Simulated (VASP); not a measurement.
Input of a VASP 6.6.1 run:

Contents of INCAR:

```
SYSTEM = Si2Mo
PREC = Accurate
ENCUT = 500
EDIFF = 1E-6
ISMEAR = 0
SIGMA = 0.05
LREAL = .FALSE.
LASPH = .TRUE.
NELM = 120
ALGO = Normal
ISIF = 2
LWAVE = .FALSE.
LCHARG = .TRUE.
GGA = PE
LELF = .TRUE.
LVHAR = .TRUE.
NBANDS = 18
GGA_COMPAT = .FALSE.
```

File KPOINTS:

```
Automatic mesh
0
G
  8 8 8
  0 0 0
```

Contents of POSCAR:

```
Si2Mo
1.0
   -1.6087109789      1.6087109789      3.9354823262
    1.6087109789     -1.6087109789      3.9354823262
    1.6087109789      1.6087109789     -3.9354823262
Si Mo
2 1
Direct
    0.3352320535      0.3352320535      0.0000000000
    0.6647679465      0.6647679465      0.0000000000
    0.0000000000      0.0000000000      0.0000000000
```

Potentials or basis: VASP PAW PBE potentials, release 64 (Si, Mo_sv).

Command:

```console
$ cat potpaw_PBE.64/Si/POTCAR potpaw_PBE.64/Mo_sv/POTCAR > POTCAR
$ mpirun -np 1 vasp_std > vasp.out
```

Question: What does it give for the band gap on the k mesh?

Answer: Zero (band 11 reaches 12.54 eV, above the bottom of band 12 at 11.59 eV).

Question: What does it give for the largest force?

Answer: 0.004 eV/Å.

Question: What does it give for the pressure?

Answer: 0.2 GPa.

Forces in eV/Å, atoms in the order of the input:
```
Si   0.000  0.000 -0.004
Si   0.000  0.000  0.004
Mo   0.000  0.000  0.000
```
